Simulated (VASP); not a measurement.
Runs of VASP 6.6.1 on Zn. The structure is that of space group Pm-3m (No. 221), or close to it. The cells are those of the table. 

| task | cell | cutoff (eV) | gap on the mesh (eV) | pressure (GPa) |
| --- | --- | --- | --- | --- |
| relaxation of cell and atoms | relaxed to 20 GPa from a = 2.560 Å, 1 atom | 600 | none | 19.8 |
| single point | a = 2.556 Å, 1 atom | 520 | none | 5.3 |
| relaxation of cell and atoms | relaxed to 5 GPa from a = 2.560 Å, 1 atom | 600 | none | 4.9 |
| relaxation of cell and atoms | relaxed to 10 GPa from a = 2.560 Å, 1 atom | 600 | none | 10.0 |
| single point | a = 2.625 Å, 1 atom | 520 | none | 0.3 |
| single point | a = 2.507 Å, 1 atom | 520 | none | 10.3 |
| single point | a = 2.436 Å, 1 atom | 520 | none | (a) |
| relaxation of cell and atoms | relaxed from a = 2.560 Å, 1 atom | 600 | none | 0.0 |

Alike in all rows: level PBE; potentials or basis VASP PAW PBE potentials, release 64 (Zn); no spin polarisation; k mesh 9 × 9 × 9; smearing fermi-dirac 0.05 eV.

**Question.** Estimate the missing entries.

**Answer.** (a) 20.5.

Caveats: the cell is relaxed towards a set pressure, so the enthalpy falls and the energy may rise (some runs); the relaxation stopped at its first step, so nothing moved (some runs).

A gap of «none» marks levels without a gap at the run's occupations.
